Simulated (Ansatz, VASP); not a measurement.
Al3Ga2Sb5 in VASP and in Ansatz

```
CELL_PARAMETERS angstrom
0.03351 -4.47345 0.03311
4.40922 -0.03351 -0.02804
-2.32045 2.13645 15.34741
ATOMIC_POSITIONS crystal
Al 0.87305 0.91288 0.79715
Al 0.47887 0.52100 0.99266
Al 0.08722 0.12206 0.19170
Ga 0.72271 0.70581 0.39485
Ga 0.32767 0.33960 0.60686
Sb 0.37801 0.80954 0.69648
Sb 0.97437 0.39184 0.89731
Sb 0.54060 0.04027 0.10549
Sb 0.12566 0.65928 0.30742
Sb 0.74182 0.24772 0.51007
```

Change from the starting cell: cell x1, atoms moved at random (sigma 0.15 Å) and cell strained at random (1.5 %), then relaxed without symmetry.

Alike in both runs: task relaxation of cell and atoms; functional PBE; k mesh 4 × 4 × 4; occupations gaussian, width 0.1 eV; no spin polarisation.

|  | VASP | Ansatz |
| --- | --- | --- |
| version | VASP 6.6.1 | Ansatz 0.2.0 |
| potentials or method | VASP PAW PBE potentials, release 64 (Al, Ga_d, Sb), cutoff 600 eV | scalar-relativistic, plane waves, PAW |
| valence electrons in the cell | 60 | 110 |

Ansatz gave:

| Quantity | Value |
| --- | --- |
| gap on the k mesh at the Fermi level, each at its own relaxed structure (eV) | 0.48 |
| relaxed volume (Å³/atom) | 30.14 |
| relaxed cell length with the largest relative difference (Å) | 4.432 |

Estimate VASP's values.

gap on the k mesh at the Fermi level, each at its own relaxed structure (eV): 0.47; relaxed volume (Å³/atom): 30.20; relaxed cell length with the largest relative difference (Å): 4.436.

VASP's potentials hold 60 valence electrons a cell and Ansatz's 110, so a difference there can come from the potentials and not from the codes.

Spin-orbit coupling is off throughout.
